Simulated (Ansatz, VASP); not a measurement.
# TiN: VASP beside Ansatz

```
Ti N
1.0
     0.00000    2.16501    2.16501
     2.16501    0.00000    2.16501
     2.16501    2.16501    0.00000
Ti N
1 1
Direct
  0.00000 0.00000 0.00000
  0.50000 0.50000 0.50000
```

Alike in both runs: task single point; functional PBE; k mesh 18 × 18 × 18; occupations gaussian, width 0.1 eV; no spin polarisation.

|  | VASP | Ansatz |
| --- | --- | --- |
| version | VASP 6.6.1 | Ansatz 0.2.0 |
| potentials or method | VASP PAW PBE potentials, release 64 (Ti_sv, N), cutoff 520 eV | scalar-relativistic, plane waves, PAW |
| valence electrons in the cell | 17 | 17 |

VASP gave:

- gap on the k mesh at the Fermi level (eV): none
- pressure (GPa): -13.9

Problem. What did Ansatz give for the same quantities?

Solution. gap on the k mesh at the Fermi level (eV): none; pressure (GPa): -14.2.

A gap of «none» marks a metal or a gap that the smearing closes. The functional is the same, so the differences come from potentials, cutoffs and numerics.
